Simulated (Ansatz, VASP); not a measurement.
Two plane-wave programs on C

INCAR

```
SYSTEM = C
PREC = Accurate ; ENCUT = 600
EDIFF = 1E-6 ; ISMEAR = 0
SIGMA = 0.1 ; LREAL = .FALSE.
LASPH = .TRUE. ; NELM = 200
ALGO = Normal ; ISIF = 2
LWAVE = .FALSE. ; LCHARG = .TRUE.
ISPIN = 2 ; MAGMOM = 1 1 1 1
LORBIT = 11 ; GGA = PE
LELF = .TRUE. ; LVHAR = .TRUE.
NBANDS = 20 ; GGA_COMPAT = .FALSE.
```

KPOINTS

```
regular mesh
0
G
  6 6 6
  0 0 0
```

Contents of POSCAR:

```
C
1.0
   -1.8041718100      1.8041718100      1.8041718100
    1.8041718100     -1.8041718100      1.8041718100
    1.8041718100      1.8041718100     -1.8041718100
C
4
Direct
    0.8849067500      0.8849067500      0.8849067500
    0.5000000000      0.0000000000      0.6150932500
    0.0000000000      0.6150932500      0.5000000000
    0.6150932500      0.5000000000      0.0000000000
```

Input for Ansatz:

```yaml
crystal:
  lattice:
    - [-1.80417181, 1.80417181, 1.80417181]
    - [1.80417181, -1.80417181, 1.80417181]
    - [1.80417181, 1.80417181, -1.80417181]
  atoms:
    - { symbol: C, position: [0.88490675, 0.88490675, 0.88490675], spin: 1.0 }
    - { symbol: C, position: [0.5, 0.0, 0.61509325], spin: 1.0 }
    - { symbol: C, position: [0.0, 0.61509325, 0.5], spin: 1.0 }
    - { symbol: C, position: [0.61509325, 0.5, 0.0], spin: 1.0 }
basis:
  ecutwfc: 420
kpoints:
  mp_grid: { grid: [6, 6, 6] }
hamiltonian:
  xc: pbe
scf:
  occupations: { method: gaussian, width: 0.1 }
  lower_state_search: "off"
output:
  forces: true
  stress: true
  eigenvalues: true
  populations: true
magnetization:
  spin_polarized: true
```

Alike in both runs: task single point; functional PBE; k mesh 6 × 6 × 6; occupations gaussian, width 0.1 eV; collinear spin.

|  | VASP | Ansatz |
| --- | --- | --- |
| version | VASP 6.6.1 | Ansatz 0.2.0 |
| potentials or method | VASP PAW PBE potentials, release 64 (C), cutoff 600 eV | scalar-relativistic, plane waves, PAW |
| valence electrons in the cell | 16 | 16 |

VASP gave:

- gap on the k mesh at the Fermi level (eV): none
- rms of the force components (eV/Å): 0.085
- net moment per atom (μB): 0.00

**Question.** What did Ansatz give for the same quantities?

**Answer.** gap on the k mesh at the Fermi level (eV): none; rms of the force components (eV/Å): 0.056; net moment per atom (μB): 0.00.

Atom by atom the forces differ by 0.029 eV/Å (rms over components). A gap of «none» marks a metal or a gap that the smearing closes. Ansatz's warnings: seeded moment not kept.

The k mesh is coarse, so the values compare programs but aren't converged.
